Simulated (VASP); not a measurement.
## Li2S: single point with r2SCAN

Crystal: Li2S.

```
CELL_PARAMETERS angstrom
0.00000 2.90110 2.90110
2.90110 0.00000 2.90110
2.90110 2.90110 0.00000
ATOMIC_POSITIONS crystal
Li 0.25000 0.25000 0.25000
Li 0.75000 0.75000 0.75000
S 0.00000 0.00000 0.00000
```

This cell differs from its parent crystal: volume changed by +6%.

| Quantity | Value |
| --- | --- |
| Program | VASP 6.6.1 |
| Task | single point |
| Functional | r2SCAN |
| Potentials or basis | VASP PAW PBE potentials, release 64 (Li_sv, S) |
| Cutoff | 830 eV |
| k mesh | 6 × 6 × 6 |
| Occupations | gaussian, width 0.01 eV |
| Spin | no spin polarisation |
| Dipole correction | no |
| Further INCAR settings | ALGO = Normal; EDIFF = 1e-06; NBANDS = 13 |

* Pressure: -2.4 GPa
* Band gap on the k mesh: 3.88 eV, indirect (least direct gap 4.74 eV)

Levels at points of the mesh, in eV from the valence-band top:
| k point | band 4 | band 5 | band 6 | band 7 | band 8 | band 9 |
| --- | --- | --- | --- | --- | --- | --- |
| (0.00, 0.00, 0.00) | 0.00 | 0.00 | 0.00 | 4.74 | 6.87 | 6.87 |
| (0.50, 0.00, 0.00) | -2.70 | -0.47 | -0.47 | 6.69 | 7.16 | 7.16 |
| (0.50, 0.50, 0.00) | -2.04 | -1.32 | -1.32 | 3.88 | 7.73 | 11.72 |

Run time: 110 s on 1 thread of Intel(R) Xeon(R) Platinum 8488C (Sapphire Rapids) (shared host), peak memory 0.25 GiB.

Caveat: the PAW data sets were made with another functional, which shifts forces and pressure a little. A k mesh can miss the band edges.
